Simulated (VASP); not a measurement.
Input of a VASP 6.6.1 run:

The input INCAR:

```
PREC = Accurate ; ENCUT = 520
EDIFF = 1E-6 ; ISMEAR = 0
SIGMA = 0.1 ; LREAL = F
LASPH = T ; NELM = 60
ALGO = Fast ; ISIF = 2
LWAVE = F ; LCHARG = F
GGA = PE ; IBRION = 2
NSW = 65 ; EDIFFG = -0.025
```

File KPOINTS:

```
regular mesh
0
Gamma
  6 6 5
```

POSCAR

```
Ta6N5
1.0
    4.4252770195     -2.5549348784      0.0000000000
    0.0000000000      5.1098697569      0.0000000000
    0.0000000000      0.0000000000      5.7955432028
Ta N
6 5
Direct
    0.0000000000      0.3333333333      0.2500000000
    0.0000000000      0.3333333333      0.7500000000
    0.6666666667      0.6666666667      0.2500000000
    0.6666666667      0.6666666667      0.7500000000
    0.3333333333      0.0000000000      0.2500000000
    0.3333333333      0.0000000000      0.7500000000
    0.6666666667      0.3333333333      0.5000000000
    0.3333333333      0.6666666667      0.0000000000
    0.3333333333      0.6666666667      0.5000000000
    0.0000000000      0.0000000000      0.0000000000
    0.0000000000      0.0000000000      0.5000000000
```

Potentials or basis: VASP PAW PBE potentials, release 64 (Ta_pv, N).

Command:

```console
$ cat potpaw_PBE.64/Ta_pv/POTCAR potpaw_PBE.64/N/POTCAR > POTCAR
$ mpirun -np 1 vasp_std > vasp.out
```

Problem. What does it give for the energy gained by relaxing?

Solution. 2.3 meV/atom.

Problem. What does it give for the band gap on the k mesh?

Solution. Zero (an odd number of electrons rules out a gap without spin polarisation).

Final structure:
```
Ta N
1.0
     4.42528   -2.55493    0.00000
     0.00000    5.10987    0.00000
     0.00000    0.00000    5.79554
Ta N
6 5
Direct
  0.00316 0.33333 0.24953
  0.00316 0.33333 0.75047
  0.66667 0.66983 0.24953
  0.66667 0.66983 0.75047
  0.33017 0.99684 0.24953
  0.33017 0.99684 0.75047
  0.66667 0.33333 0.50000
  0.33333 0.66667 0.00000
  0.33333 0.66667 0.50000
  0.00000 0.00000 0.00000
  0.00000 0.00000 0.50000
```

Caveat: the cell differs from its parent crystal (atoms taken out); spin-orbit coupling is left out, which moves the levels of the heavy elements.
